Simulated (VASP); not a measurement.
# MgB2 (P6/mmm) in VASP: elastic constants with PBEsol

Aim: the elastic constants of MgB2 with PBEsol.

All numbers are computed with VASP 6.6.1; they aren't measurements. Logs are shortened: lines on timing, memory, paths and dates and some standing lists are left out, and cuts for length are marked.

### Step 1. The cell of the first run

Symmetry: P6/mmm, No. 191, hexagonal system. The conventional cell has a = 3.067 Å, b = 3.067 Å, c = 3.488 Å, α = 90.00°, β = 90.00°, γ = 120.00°. Within 3.3 Å of Mg (site symmetry 6/mmm) lie 12 B at 2.49 Å and 6 Mg at 3.07 Å. B (site symmetry -6m2) has 3 B at 1.77 Å and 6 Mg at 2.49 Å within 2.5 Å.

### Step 2. Elastic constants, PBEsol

The input, INCAR:

```
SYSTEM = MgB2
PREC = Accurate
ENCUT = 600
EDIFF = 1E-8
ISMEAR = 0
SIGMA = 0.05
LREAL = .False.
LASPH = .True.
NELM = 100
ALGO = Normal
ISIF = 3
LWAVE = .False.
LCHARG = .False.
GGA = PS
IBRION = 6
NFREE = 2
POTIM = 0.015
NSW = 1
```

The input, KPOINTS:

```
regular mesh
0
Gamma
  12 12 10
  0 0 0
```

The input, POSCAR:

```
MgB2
1.0
    3.0665287164      0.0000000000      0.0000000000
   -1.5332643582      2.6556917698      0.0000000000
    0.0000000000      0.0000000000      3.4879448063
Mg B
1 2
Direct
    0.0000000000      0.0000000000      0.0000000000
    0.3333333333      0.6666666667      0.5000000000
    0.6666666667      0.3333333333      0.5000000000
```

Potentials or basis: VASP PAW PBE potentials, release 64 (Mg, B).

Launch:

```sh
$ cat potpaw_PBE.64/Mg/POTCAR potpaw_PBE.64/B/POTCAR > POTCAR
$ mpirun -np 1 vasp_std > vasp.out
```

OUTCAR:

```text
SYSTEM = MgB2
   PREC = Accurate
   ENCUT = 600
   EDIFF = 1E-8
   ISMEAR = 0
   LREAL = .False.
   LASPH = .True.
   NELM = 100
   ISIF = 3
   GGA = PS
   IBRION = 6
   NFREE = 2
   POTIM = 0.015
   NSW = 1

 ion  position               nearest neighbor table
   1  0.000  0.000  0.000-   2 2.49   3 2.49   2 2.49   3 2.49   2 2.49   2 2.49   3 2.49   3 2.49
                             3 2.49   3 2.49   2 2.49   2 2.49
   2  0.333  0.667  0.500-   3 1.77   3 1.77   3 1.77   1 2.49   1 2.49   1 2.49   1 2.49   1 2.49
                             1 2.49
   3  0.667  0.333  0.500-   2 1.77   2 1.77   2 1.77   1 2.49   1 2.49   1 2.49   1 2.49   1 2.49
                             1 2.49

  LATTYP: Found a hexagonal cell.
 ALAT       =     3.0665287164
 C/A-ratio  =     1.1374244721

  Lattice vectors:

 A1 = (   3.0665287164,   0.0000000000,   0.0000000000)
 A2 = (  -1.5332643582,   2.6556917698,   0.0000000000)
 A3 = (   0.0000000000,   0.0000000000,   3.4879448063)

Analysis of symmetry for initial positions (statically):
=====================================================================
 Subroutine PRICEL returns:
 Original cell was already a primitive cell.

 Routine SETGRP: Setting up the symmetry group for a
 hexagonal supercell.

 Subroutine GETGRP returns: Found 24 space group operations
 (whereof 24 operations were pure point group operations)
 out of a pool of 24 trial point group operations.

The static configuration has the point symmetry D_6h.

Analysis of symmetry for dynamics (positions and initial velocities):
=====================================================================
 Subroutine PRICEL returns:
 Original cell was already a primitive cell.

 Routine SETGRP: Setting up the symmetry group for a
 hexagonal supercell.

 Subroutine GETGRP returns: Found 24 space group operations
 (whereof 24 operations were pure point group operations)
[... 365 lines left out ...]
      7      11.6803      0.00000
      8      13.6394      0.00000
[... 243 lines left out ...]
 k-point    24 :       0.3333    0.0000    0.1000
  band No.  band energies     occupation
      1      -5.1811      2.00000
      2       0.2665      2.00000
      3       3.6041      2.00000
      4       3.6193      2.00000
      5       9.1757      0.00000
      6      10.0285      0.00000
      7      10.8738      0.00000
      8      14.8375      0.00000

 [... further k-points ...]
[... 5 lines left out ...]
  --------------------------------------------------------------------------------------
  -------------------------------------------------------------------------------------
  Total        0.0102986      0.0102986     -0.0358029      0.0000000      0.0000000      0.0000000
  in kB        0.5808928      0.5808928     -2.0194550      0.0000000      0.0000000      0.0000000
  external PRESSURE =      -0.2858898 kB  Pullay stress =       0.0000000 kB
[... 18 lines left out ...]
  FREE ENERGIE OF THE ION-ELECTRON SYSTEM (eV)
  ---------------------------------------------------
  free  energy   TOTEN  =       -16.2231023591 eV

  energy  without entropy=      -16.2227466474  energy(sigma->0) =      -16.22292450

 INTERNAL STRAIN TENSORS FROM STRAINED CELLS
 ============================================

 INTERNAL STRAIN TENSOR FOR ION    1 for displacements in x,y,z  (eV/Angst):
          X           Y           Z          XY          YZ          ZX
  --------------------------------------------------------------------------------
  x     0.00000     0.00000    -0.00000    -0.00000    -0.00000    -0.00000
  y     0.00000    -0.00000     0.00000    -0.00000     0.00000    -0.00000
  z     0.00000     0.00000     0.00000     0.00000     0.00000     0.00000

 INTERNAL STRAIN TENSORS FROM DISPLACED ATOMS
 ============================================

 INTERNAL STRAIN TENSOR FOR ION    1 for displacements in x,y,z  (eV/Angst):
          X           Y           Z          XY          YZ          ZX
  --------------------------------------------------------------------------------
  x     0.00000     0.00000     0.00000     0.00000     0.00000     0.00000
  y     0.00000     0.00000     0.00000     0.00000     0.00000     0.00000
  z     0.00000     0.00000     0.00000     0.00000     0.00000     0.00000

 INTERNAL STRAIN TENSOR FOR ION    3 for displacements in x,y,z  (eV/Angst):
          X           Y           Z          XY          YZ          ZX
  --------------------------------------------------------------------------------
  x     0.00000     0.00000     0.00000     2.84582     0.00000     0.00000
  y     2.84582    -2.84582    -0.00000     0.00000     0.00000     0.00000
  z     0.00000     0.00000     0.00000     0.00000     0.00000     0.00000

 Eigenvectors and eigenvalues of the dynamical matrix
 ----------------------------------------------------

   1 f  =   21.444822 THz   134.741793 2PiTHz  715.322277 cm-1    88.688619 meV
             X         Y         Z           dx          dy          dz
      0.000000  0.000000  0.000000     0.000000    0.000000    0.000000
     -0.000000  1.770461  1.743972    -0.707107   -0.000002    0.000000
      1.533264  0.885231  1.743972     0.707107    0.000002   -0.000000
[... 43 lines left out ...]
   9 f/i=    0.000529 THz     0.003323 2PiTHz    0.017642 cm-1     0.002187 meV
             X         Y         Z           dx          dy          dz
      0.000000  0.000000  0.000000    -0.589667   -0.425971   -0.000000
     -0.000000  1.770461  1.743972    -0.393311   -0.284125   -0.000000
      1.533264  0.885231  1.743972    -0.393311   -0.284125   -0.000000

--------------------------------------------------------------------------------------------------------

 ELASTIC MODULI CONTR FROM IONIC RELAXATION (kBar)
 Direction    XX          YY          ZZ          XY          YZ          ZX
 --------------------------------------------------------------------------------
 XX         -44.9109     44.9109      0.0000     -0.0000      0.0000      0.0000
 YY          44.9109    -44.9109     -0.0000      0.0000      0.0000      0.0000
 ZZ           0.0000     -0.0000     -0.0000      0.0000      0.0000      0.0000
 XY          -0.0000      0.0000      0.0000    -44.9109      0.0000      0.0000
 YZ           0.0000      0.0000      0.0000      0.0000      0.0000      0.0000
 ZX           0.0000      0.0000      0.0000      0.0000      0.0000      0.0000
 --------------------------------------------------------------------------------

 TOTAL ELASTIC MODULI (kBar)
 Direction    XX          YY          ZZ          XY          YZ          ZX
 --------------------------------------------------------------------------------
 XX        4768.1061    529.7648    130.3479     -0.0000      0.0000      0.0000
 YY         529.7648   4768.1061    130.3479      0.0000      0.0000      0.0000
 ZZ         130.3479    130.3479   3089.1913      0.0000      0.0000     -0.0000
 XY          -0.0000      0.0000      0.0000   2119.1707      0.0000      0.0000
 YZ          -0.0000      0.0000      0.0000      0.0000    877.0887      0.0000
 ZX          -0.0000      0.0000     -0.0000      0.0000      0.0000    877.0887
 --------------------------------------------------------------------------------
```

OSZICAR:

```text
N       E                     dE             d eps       ncg     rms          rms(c)
DAV:   1     0.739228370170E+01    0.73923E+01   -0.43222E+03  1936   0.954E+02
DAV:   2    -0.175357823374E+02   -0.24928E+02   -0.23717E+02  2656   0.120E+02
[... 199 lines left out ...]
DAV:   1    -0.162245384710E+02   -0.14361E-02   -0.66409E-01  2608   0.662E+00    0.179E-01
DAV:   2    -0.162233799153E+02    0.11586E-02   -0.69690E-03  3768   0.714E-01    0.872E-02
DAV:   3    -0.162230961824E+02    0.28373E-03   -0.16563E-03  3592   0.254E-01    0.184E-02
DAV:   4    -0.162231016216E+02   -0.54391E-05   -0.65923E-05  3232   0.761E-02    0.846E-03
DAV:   5    -0.162231023277E+02   -0.70617E-06   -0.18057E-06  4080   0.106E-02    0.161E-03
DAV:   6    -0.162231023606E+02   -0.32869E-07   -0.72241E-08  3432   0.217E-03    0.443E-04
DAV:   7    -0.162231023591E+02    0.15222E-08   -0.87488E-09  2336   0.685E-04
  21 F= -.16223102E+02 E0= -.16222925E+02  d E =-.355712E-03
```

stdout:

```text
POSCAR found type information on POSCAR MgB
 POSCAR found :  2 types and       3 ions
 scaLAPACK will be used
 -----------------------------------------------------------------------------
|                                                                             |
|                                                                             |
|     You enforced a specific xc type in the INCAR file but a different       |
|     I HOPE YOU KNOW WHAT YOU ARE DOING!                                     |
[... 40 lines left out ...]
 Finite differences progress:
 bond charge predicted
 Finite differences progress:
 bond charge predicted
 Finite differences progress:
 bond charge predicted
 Finite differences progress:
 bond charge predicted
 Finite differences progress:
 bond charge predicted
 Finite differences progress:
 bond charge predicted
 Finite differences progress:
```

Wall time 12 min (1 thread of Intel Xeon Platinum 8259CL at 2.50GHz (Skylake/Cascade Lake), shared host); peak memory 0.37 GiB.

Results:

| Quantity | Value |
| --- | --- |
| Voigt bulk modulus | 158 GPa |
| Highest phonon frequency at Γ | 715 cm⁻¹ |

Phonon frequencies in cm⁻¹ (negative: imaginary):
```csv
q point,frequencies
"(0.000, 0.000, 0.000)",0 0 0 346 346 413 692 715 715
```

Elastic tensor in Voigt notation (GPa, in the Cartesian axes of the cell as first typed):
```
477  53  13   0   0   0
 53 477  13   0   0   0
 13  13 309   0   0   0
  0   0   0  88   0   0
  0   0   0   0  88   0
  0   0   0   0   0 212
```

Clamped-ion elastic tensor (GPa):
```
481  48  13   0   0   0
 48 481  13   0   0   0
 13  13 309   0   0   0
  0   0   0  88   0   0
  0   0   0   0  88   0
  0   0   0   0   0 216
```

Caveat: the PAW data sets were made with another functional, which shifts forces and pressure a little.
